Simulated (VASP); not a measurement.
# Sr (Cmcm) in VASP: notebook, part 2 of 2

VASP 6.6.1.

### 4 Single point, PBEsol

INCAR reads:

```
SYSTEM = Sr
PREC = Accurate
ENCUT = 520
EDIFF = 1E-6
ISMEAR = 0
SIGMA = 0.15
LREAL = .FALSE.
LASPH = .TRUE.
NELM = 80
ALGO = Fast
ISIF = 2
LWAVE = .FALSE.
LCHARG = .FALSE.
GGA = PS
NBANDS = 17
```

KPOINTS reads:

```
regular mesh
0
G
  12 12 8
  0 0 0
```

POSCAR reads:

```
Sr
1.0
    4.6070693713      0.0000000000      0.0000000000
   -2.3035346856      3.1906725401      0.0000000000
    0.0000000000      0.0000000000      7.0387962796
Sr
2
Direct
    0.3333333333      0.6666666667      0.2500000000
    0.6666666667      0.3333333333      0.7500000000
```

Potentials or basis: VASP PAW PBE potentials, release 64 (Sr_sv).

Run with:

```bash
$ cat potpaw_PBE.64/Sr_sv/POTCAR > POTCAR
$ mpirun -np 1 vasp_std > vasp.out
```

OUTCAR:

```text
SYSTEM = Sr
   PREC = Accurate
   ENCUT = 520
   EDIFF = 1E-6
   ISMEAR = 0
   LREAL = .FALSE.
   LASPH = .TRUE.
   NELM = 80
   ISIF = 2
   GGA = PS

 ion  position               nearest neighbor table
   1  0.333  0.667  0.250-   2 4.11   2 4.11   2 4.34   2 4.34   2 4.34   2 4.34
   2  0.667  0.333  0.750-   1 4.11   1 4.11   1 4.34   1 4.34   1 4.34   1 4.34

  Warning from LATTYP: Monoclinic adjustment (A1->A3, A2->A1, A3->A2)!
  LATTYP: Found a base centered orthorhombic cell.
 ALAT       =     4.6070693713
 B/A-ratio  =     1.3851202502
 C/A-ratio  =     1.5278251123

  Lattice vectors:
[... 673 lines left out ...]

  FORCE on cell =-STRESS in cart. coord.  units (eV):
  Direction    XX          YY          ZZ          XY          YZ          ZX
  --------------------------------------------------------------------------------------
  -------------------------------------------------------------------------------------
  Total       -0.4120405      1.2358747     -0.5096074      0.0000000     -0.0000000      0.0000000
  in kB       -6.3803581     19.1372555     -7.8911610      0.0000000     -0.0000000      0.0000000
  external PRESSURE =       1.6219121 kB  Pullay stress =       0.0000000 kB

 VOLUME and BASIS-vectors are now :
 -----------------------------------------------------------------------------
  energy-cutoff  :      520.00
  volume of cell :      103.47
      direct lattice vectors                 reciprocal lattice vectors
     4.607069371  0.000000000  0.000000000     0.217057726  0.156706774  0.000000000
    -2.303534686  3.190672540  0.000000000     0.000000000  0.313413548  0.000000000
     0.000000000  0.000000000  7.038796280     0.000000000  0.000000000  0.142069746

 POSITION                                       TOTAL-FORCE (eV/Angst)
 -----------------------------------------------------------------------------------
     -0.00000      2.12712      1.75970        -0.000000     -0.176003     -0.000000
      2.30353      1.06356      5.27910         0.000000      0.176003      0.000000
 -----------------------------------------------------------------------------------
    total drift:                               -0.000000      0.000000      0.000000

  FREE ENERGIE OF THE ION-ELECTRON SYSTEM (eV)
  ---------------------------------------------------
  free  energy   TOTEN  =        -3.5582461471 eV

  energy  without entropy=       -3.5296845018  energy(sigma->0) =       -3.54396532
```

stdout:

```text
POSCAR found type information on POSCAR Sr
 POSCAR found :  1 types and       2 ions
 scaLAPACK will be used
 -----------------------------------------------------------------------------
|                                                                             |
|                                                                             |
|     You enforced a specific xc type in the INCAR file but a different       |
|     I HOPE YOU KNOW WHAT YOU ARE DOING!                                     |
|                                                                             |
 -----------------------------------------------------------------------------

 LDA part: xc-table for (Slater+PW92), standard interpolation
 POSCAR, INCAR and KPOINTS ok, starting setup
 FFT: planning ... GRIDC
 FFT: planning ... GRID_SOFT
 FFT: planning ... GRID
 WAVECAR not read
 entering main loop
WARNING in EDDRMM: call to ZHEGV failed, returncode =   6  3     10
WARNING in EDDRMM: call to ZHEGV failed, returncode =   6  3     16
WARNING in EDDRMM: call to ZHEGV failed, returncode =   6  3     10
WARNING in EDDRMM: call to ZHEGV failed, returncode =   6  3     11
WARNING in EDDRMM: call to ZHEGV failed, returncode =   8  4     15
WARNING in EDDRMM: call to ZHEGV failed, returncode =   8  4     10
WARNING in EDDRMM: call to ZHEGV failed, returncode =   6  3     16
WARNING in EDDRMM: call to ZHEGV failed, returncode =   6  3     15
WARNING in EDDRMM: call to ZHEGV failed, returncode =   8  4     11
WARNING in EDDRMM: call to ZHEGV failed, returncode =   8  4     16
```

It took 4.8 min on 1 thread of AMD EPYC 9R45 (Zen 5), shared host; peak memory 0.43 GiB.

What came out:

| Quantity | Value |
| --- | --- |
| Free energy | -3.5582 eV |
| Pressure | 0.2 GPa |
| Largest force | 0.176 eV/Å |
| Band gap on the k mesh | zero (bands 10 and 11 overlap by 0.27 eV) |

Forces in eV/Å, atoms in the order of the input:
```
Sr   0.000 -0.176  0.000
Sr   0.000  0.176  0.000
```

Levels at points of the mesh, in eV from the Fermi level:
```csv
k point,band 8,band 9,band 10,band 11,band 12,band 13
"(0.00, 0.00, 0.00)",-18.29,-3.70,-1.25,0.03,1.42,1.85
"(0.50, 0.00, 0.00)",-18.29,-1.18,-0.58,-0.04,0.37,1.10
"(0.00, 0.50, 0.00)",-18.37,-0.64,-0.26,0.21,0.62,1.49
"(0.00, 0.00, 0.50)",-18.30,-2.77,-2.77,1.14,1.14,1.52
"(0.50, 0.00, 0.50)",-18.31,-0.92,-0.92,0.22,0.22,1.30
"(0.00, 0.50, 0.50)",-18.36,-0.53,-0.53,0.69,0.69,1.70
```

Caveat: the cell differs from its parent crystal (strain +e along x and -e along y +0.1100, strain +e along z and -e/2 along x and y +0.0233); the PAW data sets were made with another functional, which shifts forces and pressure a little.

### 5 The runs side by side

| cell | further INCAR settings | gap on the mesh (eV) | pressure (GPa) | largest force (eV/Å) |
| --- | --- | --- | --- | --- |
| a = 3.894, b = 4.127, c = 7.360 Å, angles 90.0, 90.0, 118.1°, 2 atoms | ALGO = Fast; EDIFF = 1e-06; NBANDS = 17 | none | 0.2 | 0.05 |
| a = 4.187, b = 4.420, c = 6.397 Å, angles 90.0, 90.0, 118.3°, 2 atoms | ALGO = Fast; EDIFF = 1e-07; NBANDS = 17 | none | 0.2 | 0.10 |
| a = 4.607, b = 3.935, c = 7.039 Å, angles 90.0, 90.0, 125.8°, 2 atoms | ALGO = Fast; EDIFF = 1e-06; NBANDS = 17 | none | 0.2 | 0.18 |

Alike in all rows: task single point; level PBEsol; potentials or basis VASP PAW PBE potentials, release 64 (Sr_sv); no spin polarisation; k mesh 12 × 12 × 8; cutoff (eV) 520; smearing gaussian 0.15 eV.

Caveats: the PAW data sets were made with another functional, which shifts forces and pressure a little.

Total energies depend on the potentials used, so only differences within one code and one set of settings carry meaning.
